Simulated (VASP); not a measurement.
# GaO (P6_3/mmc) in VASP: single point with PBEsol

Aim: the single point of GaO with PBEsol.

All numbers are computed with VASP 6.6.1; they aren't measurements. Logs are shortened: lines on timing, memory, paths and dates and some standing lists are left out, and cuts for length are marked.

## (1) The cell of the first run

It takes space group P6_3/mmc (No. 194, hexagonal). Conventional cell: a = 3.070 Å, b = 3.070 Å, c = 12.882 Å, α = 90.00°, β = 90.00°, γ = 120.00°. Within 2.5 Å of Ga (site symmetry 3m) lie 3 O at 1.91 Å and 1 Ga at 2.48 Å. O (site symmetry 3m) has 3 Ga at 1.91 Å within 2.5 Å.

## (2) Single point, PBEsol

INCAR reads:

```
PREC = Accurate
ENCUT = 600
EDIFF = 1E-6
ISMEAR = 0
SIGMA = 0.02
LREAL = F
LASPH = T
NELM = 120
ALGO = Normal
ISIF = 2
LWAVE = F
LCHARG = T
GGA = PS
LELF = T
LVHAR = T
NBANDS = 48
GGA_COMPAT = F
```

KPOINTS reads:

```
regular mesh
0
Gamma
  12 12 2
```

POSCAR reads:

```
GaO
1.0
    3.0699135487      0.0000000000      0.0000000000
   -1.5349567743      2.6586231206      0.0000000000
    0.0000000000      0.0000000000     12.8821366069
Ga O
4 4
Direct
    0.3333333333      0.6666666667      0.1539264505
    0.6666666667      0.3333333333      0.6539264505
    0.3333333333      0.6666666667      0.3460735495
    0.6666666667      0.3333333333      0.8460735495
    0.3333333333      0.6666666667      0.5980697903
    0.6666666667      0.3333333333      0.0980697903
    0.3333333333      0.6666666667      0.9019302097
    0.6666666667      0.3333333333      0.4019302097
```

Potentials or basis: VASP PAW PBE potentials, release 64 (Ga_d, O).

The run is started by

```sh
cat potpaw_PBE.64/Ga_d/POTCAR potpaw_PBE.64/O/POTCAR > POTCAR
mpirun -np 1 vasp_std > vasp.out
```

OUTCAR:

```text
PREC = Accurate
   ENCUT = 600
   EDIFF = 1E-6
   ISMEAR = 0
   LREAL = F
   LASPH = T
   NELM = 120
   ISIF = 2
   GGA = PS

 ion  position               nearest neighbor table
   1  0.333  0.667  0.154-   6 1.91   6 1.91   6 1.91   3 2.48
   2  0.667  0.333  0.654-   5 1.91   5 1.91   5 1.91   4 2.48
   3  0.333  0.667  0.346-   8 1.91   8 1.91   8 1.91   1 2.48
   4  0.667  0.333  0.846-   7 1.91   7 1.91   7 1.91   2 2.48
   5  0.333  0.667  0.598-   2 1.91   2 1.91   2 1.91
   6  0.667  0.333  0.098-   1 1.91   1 1.91   1 1.91
   7  0.333  0.667  0.902-   4 1.91   4 1.91   4 1.91
   8  0.667  0.333  0.402-   3 1.91   3 1.91   3 1.91

  LATTYP: Found a hexagonal cell.
 ALAT       =     3.0699135487
 C/A-ratio  =     4.1962538692

  Lattice vectors:

 A1 = (   3.0699135487,   0.0000000000,   0.0000000000)
 A2 = (  -1.5349567743,   2.6586231206,   0.0000000000)
 A3 = (   0.0000000000,   0.0000000000,  12.8821366069)

Analysis of symmetry for initial positions (statically):
=====================================================================
 Subroutine PRICEL returns:
 Original cell was already a primitive cell.

 Routine SETGRP: Setting up the symmetry group for a
 hexagonal supercell.

 Subroutine GETGRP returns: Found 24 space group operations
 (whereof 12 operations were pure point group operations)
 out of a pool of 24 trial point group operations.

The static configuration has the point symmetry D_3d.
 The point group associated with its full space group is D_6h.

Analysis of symmetry for dynamics (positions and initial velocities):
=====================================================================
 Subroutine PRICEL returns:
 Original cell was already a primitive cell.

 Routine SETGRP: Setting up the symmetry group for a
 hexagonal supercell.

 Subroutine GETGRP returns: Found 24 space group operations
 (whereof 12 operations were pure point group operations)
 out of a pool of 24 trial point group operations.

The dynamic configuration has the point symmetry D_3d.
 The point group associated with its full space group is D_6h.

 Subroutine INISYM returns: Found 24 space group operations
 (whereof 12 operations are pure point group operations),
 and found     1 'primitive' translations

----------------------------------------------------------------------------------------

                                     Primitive cell

  volume of cell :     105.1407

  direct lattice vectors                    reciprocal lattice vectors
     3.069913549  0.000000000  0.000000000     0.325742072  0.188067273  0.000000000
    -1.534956774  2.658623121  0.000000000     0.000000000  0.376134546  0.000000000
     0.000000000  0.000000000 12.882136607     0.000000000  0.000000000  0.077626874

  length of vectors
     3.069913549  3.069913549 12.882136607     0.376134546  0.376134546  0.077626874

  position of ions in fractional coordinates (direct lattice)
     0.333333333  0.666666667  0.153926451
     0.666666667  0.333333333  0.653926451
     0.333333333  0.666666667  0.346073549
     0.666666667  0.333333333  0.846073549
     0.333333333  0.666666667  0.598069790
     0.666666667  0.333333333  0.098069790
     0.333333333  0.666666667  0.901930210
     0.666666667  0.333333333  0.401930210

  ion indices of the primitive-cell ions
   primitive index   ion index
                 1           1
                 2           2
                 3           3
                 4           4
                 5           5
                 6           6
                 7           7
                 8           8

----------------------------------------------------------------------------------------

 KPOINTS: regular mesh

Automatic generation of k-mesh.
 Grid dimensions read from file:
 generate k-points for:   12   12    2

 Generating k-lattice:

  Cartesian coordinates                     Fractional coordinates (reciprocal lattice)
     0.027145173  0.015672273  0.000000000     0.083333333  0.000000000  0.000000000
     0.000000000  0.031344545  0.000000000     0.000000000  0.083333333  0.000000000
     0.000000000  0.000000000  0.038813437     0.000000000  0.000000000  0.500000000

  Length of vectors
     0.031344545  0.031344545  0.038813437

  Shift w.r.t. Gamma in fractional coordinates (k-lattice)
     0.000000000  0.000000000  0.000000000

 Subroutine IBZKPT returns following result:
 ===========================================

 Found     38 irreducible k-points:

 Following reciprocal coordinates:
            Coordinates               Weight
  0.000000  0.000000  0.000000      1.000000
  0.083333 -0.000000  0.000000      6.000000
  0.166667 -0.000000  0.000000      6.000000
  0.250000 -0.000000  0.000000      6.000000
  0.333333 -0.000000  0.000000      6.000000
  0.416667 -0.000000  0.000000      6.000000
[... 16 lines left out ...]
  0.250000 -0.000000  0.500000      6.000000
  0.333333 -0.000000  0.500000      6.000000
 [... further k-points ...]
   k-points           NKPTS =     38   k-points in BZ     NKDIM =     38   number of bands    NBANDS=     48
   number of dos      NEDOS =    301   number of ions     NIONS =      8
   total plane-waves  NPLWV =  84672
   dimension x,y,z NGX =    28 NGY =   28 NGZ =  108
   dimension x,y,z NGXF=    56 NGYF=   56 NGZF=  216
   ions per type =               4   4
   NGX,Y,Z   is equivalent  to a cutoff of  15.16, 15.16, 13.94 a.u.
   NGXF,Y,Z  is equivalent  to a cutoff of  30.33, 30.33, 27.88 a.u.
 SYSTEM =  unknown system
   PREC   = accura    normal or accurate (medium, high low for compatibility)
   ISTART =      0    job   : 0-new  1-cont  2-samecut
   ICHARG =      2    charge: 1-file 2-atom 10-const
   ISPIN  =      1    spin polarized calculation?
   LNONCOLLINEAR =      F non collinear calculations
   LSORBIT =      F    spin-orbit coupling
   LASPH  =      T    aspherical Exc in radial PAW
   ENCUT  =  600.0 eV  44.10 Ry    6.64 a.u.   6.13  6.13 25.73*2*pi/ulx,y,z
   NELM   =    120;   NELMIN=  2; NELMDL= -5     # of ELM steps
   EDIFF  = 0.1E-05   stopping-criterion for ELM
   LREAL  =      F    real-space projection
   EDIFFG = 0.1E-04   stopping-criterion for IOM
   NSW    =      0    number of steps for IOM
   IBRION =     -1    ionic relax: 0-MD 1-quasi-New 2-CG
   NFREE  =      0    steps in history (QN), initial steepest desc. (CG)
   ISIF   =      2    stress and relaxation
   ISYM   =      2    0-nonsym 1-usesym 2-fastsym
   POTIM  = 0.5000    time-step for ionic-motion
   TEBEG  =    0.0;   TEEND  =   0.0 temperature during run
   PSTRESS=    0.0 pullay stress
   NELECT =      76.0000    total number of electrons
   NUPDOWN=      -1.0000    fix difference up-down
   EMIN   =  10.00;   EMAX   =-10.00  energy-range for DOS
   EFERMI =   0.00;   METHOD = LEGACY
   ISMEAR =     0;   SIGMA  =   0.02  broadening in eV -4-tet -1-fermi 0-gaus
   EFERMI_NEDOS =   21; number of points for ismear=-14 and -15
   IALGO  =     38    algorithm
   IMIX   =      4    mixing-type and parameters
     AMIX     =   0.40;   BMIX     =  1.00
     AMIX_MAG =   1.60;   BMIX_MAG =  1.00
  volume/ion in A,a.u.               =      13.14        88.69
  Fermi-wavevector in a.u.,A,eV,Ry     =   1.469228  2.776438 29.369942  2.158630
  Thomas-Fermi vector in A             =   2.584630
   LORBIT       =      0    0 simple, 1 ext, 2 COOP (PROOUT), +10 PAW based schemes
   GGA     = PS    functional components
   LHFCALC =     F    Hartree Fock is set to
   AEXX    =    0.0000 exact exchange contribution
   IVDW    =     0    specifies the selected vdW correction
   LEPSILON=     F    determine dielectric tensor
   LRPA    =     F    only Hartree local field effects (RPA)
 non-spin polarized calculation
 Gauss-broadening in eV      SIGMA  =   0.02
  energy-cutoff  :      600.00
  volume of cell :      105.14
 maximum number of plane-waves:      3564
 NGX is ok and might be reduce to    28
   NGX = 13   NGY = 13   NGZ = 51

 number of electron      76.0000008 magnetization

 Free energy of the ion-electron system (eV)
  ---------------------------------------------------
  ext. energy  EPLUGINS =         0.00000000
  ---------------------------------------------------
  free energy    TOTEN  =       -46.15449268 eV

  energy without entropy =      -46.15449268  energy(sigma->0) =      -46.15449268

 E-fermi :   3.6442     XC(G=0): -10.9901

 val. band max:        3.5026223570   @ k =   0.0833   0.0833   0.0000
 cond. band min:       4.6003657418   @ k =   0.0000   0.0000   0.0000
 fundamental gap:      1.0977433848
 Fermi energy:         3.6441604056

 k-point     1 :       0.0000    0.0000    0.0000
  band No.  band energies     occupation
      1     -15.6022      2.00000
      2     -15.5270      2.00000
      3     -15.3855      2.00000
      4     -15.3054      2.00000
      5     -10.2925      2.00000
      6     -10.2925      2.00000
[... 40 lines left out ...]
     47      13.9716      0.00000
     48      13.9716      0.00000

 k-point     2 :       0.0833   -0.0000    0.0000
  band No.  band energies     occupation
      1     -15.5565      2.00000
      2     -15.4845      2.00000
      3     -15.3452      2.00000
      4     -15.2688      2.00000
      5     -10.2891      2.00000
      6     -10.2883      2.00000
[... 40 lines left out ...]
     47      13.7825      0.00000
     48      13.9140      0.00000

 k-point     3 :       0.1667   -0.0000    0.0000
  band No.  band energies     occupation
      1     -15.4305      2.00000
      2     -15.3677      2.00000
      3     -15.2359      2.00000
      4     -15.1699      2.00000
      5     -10.2727      2.00000
      6     -10.2713      2.00000
[... 1060 lines left out ...]
     47      13.4729      0.00000
     48      13.5187      0.00000

 k-point    24 :       0.3333   -0.0000    0.5000
  band No.  band energies     occupation
      1     -15.0625      2.00000
      2     -15.0625      2.00000
      3     -14.9286      2.00000
      4     -14.9286      2.00000
      5     -10.2190      2.00000
      6     -10.2190      2.00000
[... 40 lines left out ...]
     47      13.2443      0.00000
     48      13.2443      0.00000

 [... further k-points ...]

------------------------ aborting loop because EDIFF is reached ----------------------------------------

  FORCE on cell =-STRESS in cart. coord.  units (eV):
  Direction    XX          YY          ZZ          XY          YZ          ZX
  --------------------------------------------------------------------------------------
  -------------------------------------------------------------------------------------
  Total        0.0649590      0.0649590     -0.1987880      0.0000000     -0.0000000     -0.0000000
  in kB        0.9898724      0.9898724     -3.0292143      0.0000000     -0.0000000     -0.0000000
  external PRESSURE =      -0.3498232 kB  Pullay stress =       0.0000000 kB

 VOLUME and BASIS-vectors are now :
 -----------------------------------------------------------------------------
  energy-cutoff  :      600.00
  volume of cell :      105.14
      direct lattice vectors                 reciprocal lattice vectors
     3.069913549  0.000000000  0.000000000     0.325742072  0.188067273  0.000000000
    -1.534956774  2.658623121  0.000000000     0.000000000  0.376134546  0.000000000
     0.000000000  0.000000000 12.882136607     0.000000000  0.000000000  0.077626874

 POSITION                                       TOTAL-FORCE (eV/Angst)
 -----------------------------------------------------------------------------------
     -0.00000      1.77242      1.98290         0.000000      0.000000      0.013143
      1.53496      0.88621      8.42397        -0.000000      0.000000      0.013143
     -0.00000      1.77242      4.45817        -0.000000      0.000000     -0.013143
      1.53496      0.88621     10.89924        -0.000000     -0.000000     -0.013143
     -0.00000      1.77242      7.70442         0.000000      0.000000     -0.014981
      1.53496      0.88621      1.26335         0.000000     -0.000000     -0.014981
     -0.00000      1.77242     11.61879        -0.000000      0.000000      0.014981
      1.53496      0.88621      5.17772         0.000000     -0.000000      0.014981
 -----------------------------------------------------------------------------------
    total drift:                               -0.000000      0.000000     -0.000000

  FREE ENERGIE OF THE ION-ELECTRON SYSTEM (eV)
  ---------------------------------------------------
  free  energy   TOTEN  =       -46.1544926790 eV

  energy  without entropy=      -46.1544926790  energy(sigma->0) =      -46.15449268
```

Run time: 3 min. Hardware: 1 thread of Oxide Virtual Turin-like, shared host; peak memory 0.34 GiB.

What came out:

```
Free energy            : -46.1545 eV
Pressure               : 0.0 GPa
Largest force          : 0.015 eV/Å
Band gap on the k mesh : 1.10 eV (least direct gap 1.11 eV)
```

Forces in eV/Å, atoms in the order of the input:
```
Ga   0.000  0.000  0.013
Ga   0.000  0.000  0.013
Ga   0.000  0.000 -0.013
Ga   0.000  0.000 -0.013
O    0.000  0.000 -0.015
O    0.000  0.000 -0.015
O    0.000  0.000  0.015
O    0.000  0.000  0.015
```

Stress tensor (GPa, compression positive):
```
 0.10  0.00  0.00
 0.00  0.10  0.00
 0.00  0.00 -0.30
```

Caveat: the PAW data sets were made with another functional, which shifts forces and pressure a little.
